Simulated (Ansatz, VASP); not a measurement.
**One calculation of Al8N, two programs**

```xyz
9
Lattice="2.8543 0.0000 0.0000 -1.4272 2.4719 0.0000 0.0000 0.0000 33.4761" Properties=species:S:1:pos:R:3 pbc="T T T"
Al    0.0000    1.6479    4.0000
Al    0.0000    0.0000    6.3458
Al    1.4272    0.8240    8.6916
Al    0.0000    0.0000   11.0374
Al    0.0000    1.6479   13.3643
Al    0.0000    0.0000   15.7222
Al    1.4272    0.8240   18.0804
Al    0.0000    0.0000   20.4761
N     0.9514   -0.5493   23.4461
```

Alike in both runs: task single point; functional PBE; k mesh 9 × 9 × 1; occupations gaussian, width 0.1 eV; no spin polarisation.

|  | VASP | Ansatz |
| --- | --- | --- |
| version | VASP 6.6.1 | Ansatz 0.2.0 |
| potentials or method | VASP PAW PBE potentials, release 64 (Al, N), cutoff 520 eV | scalar-relativistic, plane waves, PAW |
| valence electrons in the cell | 29 | 29 |

```tsv
	VASP	Ansatz	Ansatz less VASP
gap on the k mesh at the Fermi level (eV)	none	none	-
rms of the force components (eV/Å)	0.305	0.305	+0.0005
work function, face that differs most (eV)	7.74	7.74	+0.007
```

Atom by atom the forces differ by 0.001 eV/Å (rms over components). A gap of «none» marks a metal or a gap that the smearing closes.
